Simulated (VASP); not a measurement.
**Ti3SiN3: relaxation of the atoms with PBE**

System: Ti3SiN3, a slab with vacuum.

```
N Ti Si
1.0
     3.00286    0.00000    0.00000
    -1.50143    2.60055    0.00000
     0.00000    0.00000   21.55415
N Ti Si
3 3 1
Direct
  0.33333 0.66667 0.18558
  0.00000 0.00000 0.29933
  0.66667 0.33333 0.41473
  0.66667 0.33333 0.24245
  0.33333 0.66667 0.35751
  0.00000 0.00000 0.46646
  0.00000 0.50000 0.56266
```

```
Program                   : VASP 6.6.1
Task                      : relaxation of the atoms
Functional                : PBE
Potentials or basis       : VASP PAW PBE potentials, release 64 (N, Ti_sv, Si)
Cutoff                    : 520 eV
k mesh                    : 9 × 9 × 1
Occupations               : gaussian, width 0.1 eV
Spin                      : no spin polarisation
Dipole correction         : yes
Atoms held fixed (from 0) : [0, 3, 1, 4, 2, 5, 6]
Further INCAR settings    : ALGO = Fast; EDIFF = 1e-07; IBRION = 2; EDIFFG = -0.025; NSW = 36
```

The energy gained by relaxing is 9.5 meV/atom and the ionic steps are 4. The band gap on the k mesh is zero (an odd number of electrons rules out a gap without spin polarisation).

The path:
```csv
step,energy change (eV),largest force on free atoms (eV/Å),pressure (GPa)
1,0.0000,0.9597,-1.74
2,-0.0363,0.6132,-2.08
3,-0.0659,0.0479,-2.68
4,-0.0662,0.0080,-2.73
```

Final structure:
```
N Ti Si
1.0
     3.00286    0.00000    0.00000
    -1.50143    2.60055    0.00000
     0.00000    0.00000   21.55415
N Ti Si
3 3 1
Cartesian
  0.0000 1.7337 4.0000
  0.0000 0.0000 6.4518
  1.5014 0.8668 8.9391
  1.5014 0.8668 5.2259
  0.0000 1.7337 7.7058
  0.0000 0.0000 10.0541
  -0.7507 1.3003 12.2760
```

Levels at points of the mesh, in eV from the Fermi level:
| k point | band 24 | band 25 | band 26 | band 27 | band 28 | band 29 | band 30 | band 31 | band 32 | band 33 |
| --- | --- | --- | --- | --- | --- | --- | --- | --- | --- | --- |
| (0.00, 0.00, 0.00) | -1.07 | -0.30 | -0.30 | 0.24 | 0.27 | 0.42 | 1.45 | 1.47 | 1.73 | 1.89 |

It took 36 min on 1 thread of Oxide Virtual Turin-like Processor, on a shared host, peak memory 0.35 GiB.
